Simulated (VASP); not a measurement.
Write the native input for VASP 6.6.1 that does the following.

```yaml
Task: single point
Functional: PBE
Potentials_or_basis: VASP PAW PBE potentials, release 64 (K_sv, Mg, Pd)
Cutoff: 600 eV
k_mesh: 4 × 4 × 4
Occupations: gaussian, width 0.1 eV
Spin: no spin polarisation
Dipole_correction: no
Further_INCAR_settings: ALGO = Normal; EDIFF = 1e-06; NBANDS = 28
```

The structure of KMgPd3 lies in POSCAR:

```
KMgPd3
1.0
    4.4102122351      0.0000000000      0.0000000000
    0.0000000000      4.4102122351      0.0000000000
    0.0000000000      0.0000000000      5.6213581953
K Mg Pd
1 1 3
Direct
    0.0000000000      0.0000000000      0.9843108497
    0.5000000000      0.5000000000      0.7070428092
    0.0000000000      0.5000000000      0.4503693549
    0.5000000000      0.5000000000      0.1758076012
    0.5000000000      0.0000000000      0.4503693549
```

The cell was generated, and may not be a known phase.

One way to write it, as run:

INCAR

```
SYSTEM = KMgPd3
ALGO     = Normal         ! electronic algorithm
EDIFF    = 1E-6           ! SCF threshold, eV
ENCUT    = 600            ! plane-wave cutoff, eV
GGA      = PE             ! functional
GGA_COMPAT= .FALSE.      
ISIF     = 2              ! what is computed and relaxed
ISMEAR   = 0              ! smearing method
LASPH    = .TRUE.         ! aspherical terms in the spheres
LCHARG   = .FALSE.        ! write CHGCAR
LREAL    = .FALSE.        ! projectors in reciprocal space
LWAVE    = .FALSE.        ! write WAVECAR
NBANDS   = 28             ! bands
NELM     = 120            ! most SCF steps
PREC     = Accurate       ! precision mode
SIGMA    = 0.1            ! smearing width, eV
```

KPOINTS

```
k-points
0
G
  4 4 4
  0 0 0
```

Potentials or basis: VASP PAW PBE potentials, release 64 (K_sv, Mg, Pd).

Launch:

```console
$ cat potpaw_PBE.64/K_sv/POTCAR potpaw_PBE.64/Mg/POTCAR potpaw_PBE.64/Pd/POTCAR > POTCAR
$ mpirun -np 1 vasp_std > vasp.out
```

Results of the run:

```json
{
 "Pressure": "0.0 GPa",
 "Largest force": "0.028 eV/Å",
 "Band gap on the k mesh": "zero (an odd number of electrons rules out a gap without spin polarisation)"
}
```

It took 81 s on 1 thread of Oxide Virtual Turin-like Processor, on a shared host, peak memory 0.24 GiB.
